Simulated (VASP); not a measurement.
# Sb (R-3m) in VASP: relaxation of cell and atoms with PBE

Aim: the relaxation of cell and atoms of Sb with PBE.

Everything below comes from runs of VASP 6.6.1. Logs are shortened: lines on timing, memory, paths and dates and some standing lists are left out, and cuts for length are marked.

**1. The cell of the first run**

The structure is trigonal, space group R-3m (No. 166). Conventional cell: a = 4.323 Å, b = 4.323 Å, c = 11.039 Å, α = 90.00°, β = 90.00°, γ = 120.00°. Within 3.9 Å of Sb (site symmetry 3m) lie 6 Sb at 2.93 to 3.29 Å.

**2. Relaxation of cell and atoms, PBE**

INCAR

```
PREC     = Accurate       # precision mode
ENCUT    = 600            # plane-wave cutoff, eV
EDIFF    = 1E-6           # SCF threshold, eV
ISMEAR   = 0              # smearing method
SIGMA    = 0.1            # smearing width, eV
LREAL    = F              # projectors in reciprocal space
LASPH    = T              # aspherical terms in the spheres
NELM     = 100            # most SCF steps
ALGO     = Normal         # electronic algorithm
ISIF     = 3              # what is computed and relaxed
LWAVE    = F              # write WAVECAR
LCHARG   = F              # write CHGCAR
GGA      = PE             # functional
IBRION   = 2              # ionic algorithm
NSW      = 70             # ionic steps
EDIFFG   = -0.005         # ionic threshold
```

KPOINTS

```
Automatic mesh
0
Gamma
  12 12 12
```

POSCAR

```
Sb
1.0
    2.1616083304      1.2480051515      3.6796745313
   -2.1616083304      1.2480051515      3.6796745313
    0.0000000000     -2.4960103029      3.6796745313
Sb
2
Direct
    0.2361487230      0.2361487230      0.2361487230
    0.7638512770      0.7638512770      0.7638512770
```

Potentials or basis: VASP PAW PBE potentials, release 64 (Sb).

Command:

```console
$ cat potpaw_PBE.64/Sb/POTCAR > POTCAR
$ mpirun -np 1 vasp_std > vasp.out
```

OUTCAR:

```text
PREC = Accurate
   ENCUT = 600
   EDIFF = 1E-6
   ISMEAR = 0
   LREAL = F
   LASPH = T
   NELM = 100
   ISIF = 3
   GGA = PE
   IBRION = 2
   NSW = 70
   EDIFFG = -0.005

 ion  position               nearest neighbor table
   1  0.236  0.236  0.236-   2 2.93   2 2.93   2 2.93   2 3.29   2 3.29   2 3.29
   2  0.764  0.764  0.764-   1 2.93   1 2.93   1 2.93   1 3.29   1 3.29   1 3.29

  LATTYP: Found a trigonal (rhomboedric) cell.
 ALAT       =     4.4463549216
 COS(alpha) =     0.5273107196

  Lattice vectors:

 A1 = (   2.1616083304,   1.2480051515,   3.6796745313)
 A2 = (  -2.1616083304,   1.2480051515,   3.6796745313)
 A3 = (   0.0000000000,  -2.4960103029,   3.6796745313)

Analysis of symmetry for initial positions (statically):
=====================================================================
 Subroutine PRICEL returns:
 Original cell was already a primitive cell.

 Routine SETGRP: Setting up the symmetry group for a
 trigonal (rhombohedral) supercell.

 Subroutine GETGRP returns: Found 12 space group operations
 (whereof 12 operations were pure point group operations)
 out of a pool of 12 trial point group operations.

The static configuration has the point symmetry D_3d.

Analysis of symmetry for dynamics (positions and initial velocities):
=====================================================================
 Subroutine PRICEL returns:
 Original cell was already a primitive cell.

 Routine SETGRP: Setting up the symmetry group for a
 trigonal (rhombohedral) supercell.

 Subroutine GETGRP returns: Found 12 space group operations
 (whereof 12 operations were pure point group operations)
 out of a pool of 12 trial point group operations.

The dynamic configuration has the point symmetry D_3d.

 Subroutine INISYM returns: Found 12 space group operations
 (whereof 12 operations are pure point group operations),
 and found     1 'primitive' translations

----------------------------------------------------------------------------------------

                                     Primitive cell

  volume of cell :      59.5599

  direct lattice vectors                    reciprocal lattice vectors
     2.161608330  1.248005151  3.679674531     0.231309249  0.133546457  0.090587722
    -2.161608330  1.248005151  3.679674531    -0.231309249  0.133546457  0.090587722
     0.000000000 -2.496010303  3.679674531     0.000000000 -0.267092915  0.090587722

  length of vectors
     4.446354922  4.446354922  4.446354922     0.282036807  0.282036807  0.282036807

  position of ions in fractional coordinates (direct lattice)
     0.236148723  0.236148723  0.236148723
     0.763851277  0.763851277  0.763851277

  ion indices of the primitive-cell ions
   primitive index   ion index
                 1           1
                 2           2

----------------------------------------------------------------------------------------

 KPOINTS: Automatic mesh

Automatic generation of k-mesh.
 Grid dimensions read from file:
 generate k-points for:   12   12   12

 Generating k-lattice:

  Cartesian coordinates                     Fractional coordinates (reciprocal lattice)
     0.019275771  0.011128871  0.007548977     0.083333333 -0.000000000  0.000000000
    -0.019275771  0.011128871  0.007548977    -0.000000000  0.083333333  0.000000000
     0.000000000 -0.022257743  0.007548977     0.000000000  0.000000000  0.083333333

  Length of vectors
     0.023503067  0.023503067  0.023503067

  Shift w.r.t. Gamma in fractional coordinates (k-lattice)
     0.000000000  0.000000000  0.000000000

 Subroutine IBZKPT returns following result:
 ===========================================

 Found    189 irreducible k-points:

 Following reciprocal coordinates:
            Coordinates               Weight
  0.000000  0.000000  0.000000      1.000000
  0.083333  0.000000  0.000000      6.000000
  0.166667  0.000000  0.000000      6.000000
  0.250000  0.000000  0.000000      6.000000
  0.333333  0.000000  0.000000      6.000000
  0.416667  0.000000  0.000000      6.000000
[... 16 lines left out ...]
  0.500000  0.166667  0.000000     12.000000
 -0.416667  0.166667 -0.000000     12.000000
 [... further k-points ...]
   k-points           NKPTS =    189   k-points in BZ     NKDIM =    189   number of bands    NBANDS=      9
   number of dos      NEDOS =    301   number of ions     NIONS =      2
   total plane-waves  NPLWV =  46656
   dimension x,y,z NGX =    36 NGY =   36 NGZ =   36
   dimension x,y,z NGXF=    72 NGYF=   72 NGZF=   72
   ions per type =               2
   NGX,Y,Z   is equivalent  to a cutoff of  13.46, 13.46, 13.46 a.u.
   NGXF,Y,Z  is equivalent  to a cutoff of  26.92, 26.92, 26.92 a.u.
 SYSTEM =  unknown system
   PREC   = accura    normal or accurate (medium, high low for compatibility)
   ISTART =      0    job   : 0-new  1-cont  2-samecut
   ICHARG =      2    charge: 1-file 2-atom 10-const
   ISPIN  =      1    spin polarized calculation?
   LNONCOLLINEAR =      F non collinear calculations
   LSORBIT =      F    spin-orbit coupling
   LASPH  =      T    aspherical Exc in radial PAW
   ENCUT  =  600.0 eV  44.10 Ry    6.64 a.u.   8.88  8.88  8.88*2*pi/ulx,y,z
   NELM   =    100;   NELMIN=  2; NELMDL= -5     # of ELM steps
   EDIFF  = 0.1E-05   stopping-criterion for ELM
   LREAL  =      F    real-space projection
   EDIFFG = -.5E-02   stopping-criterion for IOM
   NSW    =     70    number of steps for IOM
   IBRION =      2    ionic relax: 0-MD 1-quasi-New 2-CG
   NFREE  =      1    steps in history (QN), initial steepest desc. (CG)
   ISIF   =      3    stress and relaxation
   ISYM   =      2    0-nonsym 1-usesym 2-fastsym
   POTIM  = 0.5000    time-step for ionic-motion
   TEBEG  =    0.0;   TEEND  =   0.0 temperature during run
   PSTRESS=    0.0 pullay stress
   NELECT =      10.0000    total number of electrons
   NUPDOWN=      -1.0000    fix difference up-down
   EMIN   =  10.00;   EMAX   =-10.00  energy-range for DOS
   EFERMI =   0.00;   METHOD = LEGACY
   ISMEAR =     0;   SIGMA  =   0.10  broadening in eV -4-tet -1-fermi 0-gaus
   EFERMI_NEDOS =   21; number of points for ismear=-14 and -15
   IALGO  =     38    algorithm
   IMIX   =      4    mixing-type and parameters
     AMIX     =   0.40;   BMIX     =  1.00
     AMIX_MAG =   1.60;   BMIX_MAG =  1.00
  volume/ion in A,a.u.               =      29.78       200.97
  Fermi-wavevector in a.u.,A,eV,Ry     =   0.903144  1.706694 11.097842  0.815668
  Thomas-Fermi vector in A             =   2.026433
   LORBIT       =      0    0 simple, 1 ext, 2 COOP (PROOUT), +10 PAW based schemes
   GGA     = PE    functional components
   LHFCALC =     F    Hartree Fock is set to
   AEXX    =    0.0000 exact exchange contribution
   IVDW    =     0    specifies the selected vdW correction
   LEPSILON=     F    determine dielectric tensor
   LRPA    =     F    only Hartree local field effects (RPA)
 conjugate gradient relaxation of ions
 non-spin polarized calculation
 Gauss-broadening in eV      SIGMA  =   0.10
  energy-cutoff  :      600.00
  volume of cell :       59.56
 maximum number of plane-waves:      2018
   NGX = 17   NGY = 17   NGZ = 17

--------------------------------------- Ionic step        1  -------------------------------------------

 number of electron      10.0000000 magnetization

 Free energy of the ion-electron system (eV)
  ---------------------------------------------------
  ext. energy  EPLUGINS =         0.00000000
  ---------------------------------------------------
  free energy    TOTEN  =        -8.24569330 eV

  energy without entropy =       -8.24503725  energy(sigma->0) =       -8.24536528

------------------------ aborting loop because EDIFF is reached ----------------------------------------

  FORCE on cell =-STRESS in cart. coord.  units (eV):
  Direction    XX          YY          ZZ          XY          YZ          ZX
  --------------------------------------------------------------------------------------
  -------------------------------------------------------------------------------------
  Total        1.0163815      1.0163815      1.0154486      0.0000000      0.0000000      0.0000000
  in kB       27.3409296     27.3409296     27.3158365      0.0000000      0.0000000      0.0000000
  external PRESSURE =      27.3325652 kB  Pullay stress =       0.0000000 kB
[... 89 lines left out ...]
  FREE ENERGIE OF THE ION-ELECTRON SYSTEM (eV)
  ---------------------------------------------------
  free  energy   TOTEN  =        -8.2683749968 eV

  energy  without entropy=       -8.2676697376  energy(sigma->0) =       -8.26802237

[... ionic steps 4 to 7 ...]

--------------------------------------- Ionic step        8  -------------------------------------------

 number of electron      10.0000000 magnetization

------------------------ aborting loop because EDIFF is reached ----------------------------------------

  FORCE on cell =-STRESS in cart. coord.  units (eV):
  Direction    XX          YY          ZZ          XY          YZ          ZX
  --------------------------------------------------------------------------------------
  -------------------------------------------------------------------------------------
  Total       -0.0784744     -0.0784744     -0.0154616      0.0000000     -0.0000000     -0.0000000
  in kB       -1.9742752     -1.9742752     -0.3889871      0.0000000     -0.0000000     -0.0000000
  external PRESSURE =      -1.4458459 kB  Pullay stress =       0.0000000 kB
[... 57 lines left out ...]
  energy  without entropy=       -8.2747912267  energy(sigma->0) =       -8.27512132

--------------------------------------- Ionic step       10  -------------------------------------------

 number of electron      10.0000000 magnetization

 Free energy of the ion-electron system (eV)
  ---------------------------------------------------
  ext. energy  EPLUGINS =         0.00000000
  ---------------------------------------------------
  free energy    TOTEN  =        -8.27553896 eV

  energy without entropy =       -8.27489217  energy(sigma->0) =       -8.27521556

 E-fermi :   6.6156     XC(G=0):  -9.3127

 val. band max:        6.5423262627   @ k =   0.4167   0.0833   0.0833
 cond. band min:       6.6272411367   @ k =   0.3333   0.1667   0.1667
 fundamental gap:      0.0849148739
 Fermi energy:         6.6156121947

 k-point     1 :       0.0000    0.0000    0.0000
  band No.  band energies     occupation
      1      -5.6787      2.00000
      2       1.6149      2.00000
      3       4.7217      2.00000
      4       4.9621      2.00000
      5       4.9621      2.00000
      6       8.6706      0.00000
      7       9.2669      0.00000
      8       9.2669      0.00000
      9      11.8112      0.00000
[... 265 lines left out ...]
 k-point    24 :      -0.4167    0.1667   -0.0000
  band No.  band energies     occupation
      1      -3.3126      2.00000
      2      -2.6053      2.00000
      3       3.1361      2.00000
      4       4.5156      2.00000
      5       5.0525      2.00000
      6       7.6087      0.00000
      7       7.8621      0.00000
      8       9.6168      0.00000
      9      13.1386      0.00000

 [... further k-points ...]

------------------------ aborting loop because EDIFF is reached ----------------------------------------

  FORCE on cell =-STRESS in cart. coord.  units (eV):
  Direction    XX          YY          ZZ          XY          YZ          ZX
  --------------------------------------------------------------------------------------
  -------------------------------------------------------------------------------------
  Total        0.0037509      0.0037509      0.0059238      0.0000000      0.0000000      0.0000000
  in kB        0.0945881      0.0945881      0.1493816      0.0000000      0.0000000      0.0000000
  external PRESSURE =       0.1128526 kB  Pullay stress =       0.0000000 kB
[... 17 lines left out ...]
  FREE ENERGIE OF THE ION-ELECTRON SYSTEM (eV)
  ---------------------------------------------------
  free  energy   TOTEN  =        -8.2755389559 eV

  energy  without entropy=       -8.2748921681  energy(sigma->0) =       -8.27521556

 reached required accuracy - stopping structural energy minimisation
```

Wall time 9.5 min (1 thread of Intel Xeon Platinum 8488C (Sapphire Rapids), shared host); peak memory 0.29 GiB.

What came out:

| Property | Result |
| --- | --- |
| Free energy | -8.2755 eV |
| Relaxed volume | 31.77 Å³/atom |
| Relaxed cell | a = 4.587 Å, b = 4.587 Å, c = 4.587 Å, α = 57.00°, β = 57.00°, γ = 57.00° |
| Space group after relaxing (to 0.1 Å) | R-3m (No. 166) |
| Energy gained by relaxing | 14.9 meV/atom |
| Ionic steps | 10 |
| Pressure after relaxing | 0.0 GPa |
| Largest force after relaxing | 0.003 eV/Å |
| Band gap on the k mesh | zero (bands 5 and 6 overlap by 0.19 eV) |

Forces in eV/Å, atoms in the order of the input:
```
Sb   0.000  0.000  0.003
Sb   0.000  0.000 -0.003
```

The path:
| step | energy change (eV) | largest force (eV/Å) | pressure (GPa) | volume (Å³) |
| --- | --- | --- | --- | --- |
| 1 | 0.0000 | 0.0441 | 2.73 | 59.56 |
| 2 | -0.0152 | 0.2763 | -1.33 | 64.05 |
| 3 | -0.0227 | 0.1652 | 0.03 | 62.34 |
| 4 | -0.0252 | 0.1255 | 0.03 | 62.55 |
| 5 | -0.0289 | 0.0013 | 0.06 | 63.13 |
| 6 | -0.0291 | 0.0343 | 0.09 | 63.28 |
| 7 | -0.0297 | 0.0009 | -0.12 | 63.63 |
| 8 | -0.0297 | 0.0062 | -0.14 | 63.68 |
| 9 | -0.0298 | 0.0096 | 0.13 | 63.42 |
| 10 | -0.0298 | 0.0031 | 0.01 | 63.54 |

Final structure:
```cif
data_structure
_symmetry_space_group_name_H-M 'P 1'
_symmetry_Int_Tables_number 1
_cell_length_a 4.5873
_cell_length_b 4.5873
_cell_length_c 4.5873
_cell_angle_alpha 56.998
_cell_angle_beta 56.998
_cell_angle_gamma 56.998
_cell_volume 63.54
loop_
_atom_site_label
_atom_site_type_symbol
_atom_site_fract_x
_atom_site_fract_y
_atom_site_fract_z
_atom_site_occupancy
Sb1 Sb 0.23324 0.23324 0.23324 1
Sb2 Sb 0.76676 0.76676 0.76676 1
```

Caveat: spin-orbit coupling is left out, which moves the levels of the heavy elements. Zero-point motion and thermal expansion aren't in these numbers.
